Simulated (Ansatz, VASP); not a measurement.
MgSe: VASP beside Ansatz

```
Mg Se
1.0
     0.00000    2.72186    2.72186
     2.72186    0.00000    2.72186
     2.72186    2.72186    0.00000
Mg Se
1 1
Direct
  0.00000 0.00000 0.00000
  0.50000 0.50000 0.50000
```

Alike in both runs: task single point; functional PBE; dispersion D4; k mesh 8 × 8 × 8; occupations gaussian, width 0.05 eV; no spin polarisation.

```csv
,VASP,Ansatz
version,VASP 6.6.1,Ansatz 0.2.0
potentials or method,"VASP PAW PBE potentials, release 64 (Mg, Se), cutoff 600 eV","scalar-relativistic, plane waves, PAW"
valence electrons in the cell,8,26
```

```csv
,VASP,Ansatz,Ansatz less VASP
gap on the k mesh at the Fermi level (eV),1.81,1.83,+0.023
least direct gap on the mesh (eV),2.62,2.63,+0.010
pressure (GPa),-0.2,-0.1,+0.12
```

VASP's potentials hold 8 valence electrons a cell and Ansatz's 26, so a difference there can come from the potentials and not from the codes.
